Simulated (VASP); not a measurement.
FeSi: single point with PBE

Crystal: FeSi.

```
Fe Si
1.0
     4.44866    0.00000    0.00000
     0.00000    4.44866    0.00000
     0.00000    0.00000    4.44866
Fe Si
4 4
Direct
  0.13549 0.13549 0.13549
  0.36451 0.86451 0.63549
  0.63549 0.36451 0.86451
  0.86451 0.63549 0.36451
  0.84093 0.84093 0.84093
  0.65907 0.15907 0.34093
  0.34093 0.65907 0.15907
  0.15907 0.34093 0.65907
```

```
Program             : VASP 6.6.1
Task                : single point
Functional          : PBE
Potentials or basis : VASP PAW PBE potentials, release 64 (Fe, Si)
Cutoff              : 520 eV
k mesh              : 4 × 4 × 4
Occupations         : gaussian, width 0.1 eV
Spin                : no spin polarisation
```

* Pressure: 0.2 GPa
* Largest force: 0.092 eV/Å
* Band gap on the k mesh: 0.17 eV, indirect (least direct gap 0.20 eV)

Forces in eV/Å, atoms in the order of the input:
```
Fe   0.053  0.053  0.053
Fe  -0.053 -0.053  0.053
Fe   0.053 -0.053 -0.053
Fe  -0.053  0.053 -0.053
Si  -0.010 -0.010 -0.010
Si   0.010  0.010 -0.010
Si  -0.010  0.010  0.010
Si   0.010 -0.010  0.010
```

Levels at points of the mesh, in eV from the valence-band top:
```csv
k point,band 20,band 21,band 22,band 23,band 24,band 25,band 26,band 27,band 28,band 29
"(0.00, 0.00, 0.00)",-0.27,-0.27,-0.27,-0.03,-0.03,0.67,0.67,0.67,3.04,3.04
"(0.50, 0.00, 0.00)",-1.23,-0.37,-0.37,0.00,0.00,0.21,0.21,1.73,1.73,2.23
"(0.50, 0.50, 0.00)",-1.25,-1.01,-1.01,-0.35,-0.35,0.65,0.65,1.31,1.31,2.72
"(0.50, 0.50, 0.50)",-0.72,-0.66,-0.66,-0.66,-0.66,0.51,0.51,0.51,0.51,5.65
```

Wall time 18 s on 1 thread of Intel(R) Xeon(R) 6975P-C (Granite Rapids) (shared host), peak memory 0.2 GiB.

A k mesh can miss the band edges. Spin polarisation is off, so any magnetic state and its effect on volume and gap are missing.
